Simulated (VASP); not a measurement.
# Sn (I4/mmm) in VASP: a series of runs

Aim: see how the results for Sn move with the level of theory and the settings. Levels: PBEsol, LDA. Tasks: single point.

Program: VASP 6.6.1. These are calculated values, not measurements. Logs are shortened: lines on timing, memory, paths and dates and some standing lists are left out, and cuts for length are marked.

## 1. The cell of the first run

It takes space group I4/mmm (No. 139, tetragonal). Conventional cell: a = 4.138 Å, b = 4.138 Å, c = 3.387 Å, α = 90.00°, β = 90.00°, γ = 90.00°. Sn (site symmetry 4/mmm) has 14 Sn at 3.38 to 4.14 Å within 4.4 Å.

## 2. Single point, PBEsol (volume scaled by 1.06)

The input, INCAR:

```
PREC = Accurate
ENCUT = 520
EDIFF = 1E-7
ISMEAR = 1
SIGMA = 0.1
LREAL = False
LASPH = True
NELM = 60
ALGO = Normal
ISIF = 2
LWAVE = False
LCHARG = False
GGA = PS
NBANDS = 13
```

The input, KPOINTS:

```
regular mesh
0
Gamma
  10 10 10
```

The input, POSCAR:

```
Sn
1.0
   -2.0689875426      2.0689875426      1.6933321804
    2.0689875426     -2.0689875426      1.6933321804
    2.0689875426      2.0689875426     -1.6933321804
Sn
1
Direct
    0.0000000000      0.0000000000      0.0000000000
```

Potentials or basis: VASP PAW PBE potentials, release 64 (Sn_d).

Started as:

```sh
$ cat potpaw_PBE.64/Sn_d/POTCAR > POTCAR
$ mpirun -np 1 vasp_std > vasp.out
```

OUTCAR:

```text
PREC = Accurate
   ENCUT = 520
   EDIFF = 1E-7
   ISMEAR = 1
   LREAL = False
   LASPH = True
   NELM = 60
   ISIF = 2
   GGA = PS

 ion  position               nearest neighbor table
   1  0.000  0.000  0.000-

  LATTYP: Found a body centered tetragonal cell.
 ALAT       =     4.1379750852
 C/A-ratio  =     0.8184351745

  Lattice vectors:

 A1 = (  -2.0689875426,   2.0689875426,   1.6933321804)
 A2 = (   2.0689875426,  -2.0689875426,   1.6933321804)
 A3 = (   2.0689875426,   2.0689875426,  -1.6933321804)

Analysis of symmetry for initial positions (statically):
=====================================================================
 Subroutine PRICEL returns:
 Original cell was already a primitive cell.

 Routine SETGRP: Setting up the symmetry group for a
 body centered tetragonal supercell.

 Subroutine GETGRP returns: Found 16 space group operations
 (whereof 16 operations were pure point group operations)
 out of a pool of 16 trial point group operations.

The static configuration has the point symmetry D_4h.

Analysis of symmetry for dynamics (positions and initial velocities):
=====================================================================
 Subroutine PRICEL returns:
 Original cell was already a primitive cell.

 Routine SETGRP: Setting up the symmetry group for a
 body centered tetragonal supercell.

 Subroutine GETGRP returns: Found 16 space group operations
 (whereof 16 operations were pure point group operations)
 out of a pool of 16 trial point group operations.

The dynamic configuration has the point symmetry D_4h.

 Subroutine INISYM returns: Found 16 space group operations
 (whereof 16 operations are pure point group operations),
 and found     1 'primitive' translations

----------------------------------------------------------------------------------------

                                     Primitive cell

  volume of cell :      28.9947

  direct lattice vectors                    reciprocal lattice vectors
    -2.068987543  2.068987543  1.693332180     0.000000000  0.241664094  0.295275792
     2.068987543 -2.068987543  1.693332180     0.241664094  0.000000000  0.295275792
     2.068987543  2.068987543 -1.693332180     0.241664094  0.241664094  0.000000000

  length of vectors
     3.380649756  3.380649756  3.380649756     0.381561695  0.381561695  0.341764639

  position of ions in fractional coordinates (direct lattice)
     0.000000000  0.000000000  0.000000000
[... 78 lines left out ...]
   EDIFFG = 0.1E-05   stopping-criterion for IOM
   NSW    =      0    number of steps for IOM
   IBRION =     -1    ionic relax: 0-MD 1-quasi-New 2-CG
   NFREE  =      0    steps in history (QN), initial steepest desc. (CG)
   ISIF   =      2    stress and relaxation
   ISYM   =      2    0-nonsym 1-usesym 2-fastsym
   POTIM  = 0.5000    time-step for ionic-motion
   TEBEG  =    0.0;   TEEND  =   0.0 temperature during run
   PSTRESS=    0.0 pullay stress
   NELECT =      14.0000    total number of electrons
   NUPDOWN=      -1.0000    fix difference up-down
   EMIN   =  10.00;   EMAX   =-10.00  energy-range for DOS
   EFERMI =   0.00;   METHOD = LEGACY
   ISMEAR =     1;   SIGMA  =   0.10  broadening in eV -4-tet -1-fermi 0-gaus
   EFERMI_NEDOS =   21; number of points for ismear=-14 and -15
   IALGO  =     38    algorithm
   IMIX   =      4    mixing-type and parameters
     AMIX     =   0.40;   BMIX     =  1.00
     AMIX_MAG =   1.60;   BMIX_MAG =  1.00
  volume/ion in A,a.u.               =      28.99       195.67
  Fermi-wavevector in a.u.,A,eV,Ry     =   1.284335  2.427041 22.443022  1.649516
  Thomas-Fermi vector in A             =   2.416534
   LORBIT       =      0    0 simple, 1 ext, 2 COOP (PROOUT), +10 PAW based schemes
   GGA     = PS    functional components
   LHFCALC =     F    Hartree Fock is set to
   AEXX    =    0.0000 exact exchange contribution
   IVDW    =     0    specifies the selected vdW correction
   LEPSILON=     F    determine dielectric tensor
   LRPA    =     F    only Hartree local field effects (RPA)
 non-spin polarized calculation
 Methfessel and Paxton  Order N= 1 SIGMA  =   0.10
  energy-cutoff  :      520.00
  volume of cell :       28.99
 maximum number of plane-waves:       799
 NGX is ok and might be reduce to    28
   NGX = 13   NGY = 13   NGZ = 13

 number of electron      14.0000001 magnetization

 Free energy of the ion-electron system (eV)
  ---------------------------------------------------
  ext. energy  EPLUGINS =         0.00000000
  ---------------------------------------------------
  free energy    TOTEN  =        -4.19332727 eV

  energy without entropy =       -4.19314066  energy(sigma->0) =       -4.19326506

 E-fermi :   7.0970     XC(G=0): -10.1971

 val. band max:        7.0539684931   @ k =   0.3000   0.2000   0.1000
 cond. band min:       7.1145709918   @ k =   0.5000   0.2000   0.0000
 fundamental gap:      0.0606024987
 Fermi energy:         7.0970183880

 k-point     1 :       0.0000    0.0000    0.0000
  band No.  band energies     occupation
      1     -14.2747      2.00000
      2     -14.2126      2.00000
      3     -14.2126      2.00000
      4     -14.2109      2.00000
      5     -14.1134      2.00000
      6      -3.5052      2.00000
      7      13.5155      0.00000
      8      13.5155      0.00000
      9      15.8009      0.00000
     10      17.1154      0.00000
     11      18.1107      0.00000
     12      19.4735      0.00000
     13      19.4735      0.00000
[... 354 lines left out ...]
  band No.  band energies     occupation
      1     -14.2511      2.00000
      2     -14.1832      2.00000
      3     -14.1623      2.00000
      4     -14.1378      2.00000
      5     -14.1194      2.00000
      6       1.1800      2.00000
      7       4.7264      2.00000
      8       6.1230      2.00000
      9      11.3818      0.00000
     10      15.9384      0.00000
     11      18.0971      0.00000
     12      22.4760      0.00000
     13      22.9828      0.00000

 [... further k-points ...]
[... 5 lines left out ...]
  --------------------------------------------------------------------------------------
  -------------------------------------------------------------------------------------
  Total       -0.7887888     -0.7887888     -0.7405419      0.0000000     -0.0000000      0.0000000
  in kB      -43.5866424    -43.5866424    -40.9206305      0.0000000     -0.0000000      0.0000000
  external PRESSURE =     -42.6979718 kB  Pullay stress =       0.0000000 kB

 VOLUME and BASIS-vectors are now :
 -----------------------------------------------------------------------------
  energy-cutoff  :      520.00
  volume of cell :       28.99
      direct lattice vectors                 reciprocal lattice vectors
    -2.068987543  2.068987543  1.693332180     0.000000000  0.241664094  0.295275792
     2.068987543 -2.068987543  1.693332180     0.241664094  0.000000000  0.295275792
     2.068987543  2.068987543 -1.693332180     0.241664094  0.241664094  0.000000000

 POSITION                                       TOTAL-FORCE (eV/Angst)
 -----------------------------------------------------------------------------------
      0.00000      0.00000      0.00000        -0.000000     -0.000000      0.000000
 -----------------------------------------------------------------------------------
    total drift:                               -0.000000     -0.000000      0.000000

  FREE ENERGIE OF THE ION-ELECTRON SYSTEM (eV)
  ---------------------------------------------------
  free  energy   TOTEN  =        -4.1933272682 eV

  energy  without entropy=       -4.1931406551  energy(sigma->0) =       -4.19326506
```

Run time: 14 s. Hardware: 1 thread of AMD EPYC 9R45 (Zen 5), shared host; peak memory 0.15 GiB.

Results:

| Item | Value |
| --- | --- |
| Free energy | -4.1933 eV |
| Pressure | -4.3 GPa |
| Band gap on the k mesh | zero (band 7 reaches 13.52 eV, above the bottom of band 8 at 5.28 eV) |

Caveat: the PAW data sets were made with another functional, which shifts forces and pressure a little; spin-orbit coupling is left out, which moves the levels of the heavy elements.

(Part 1 of 2 ends here.)
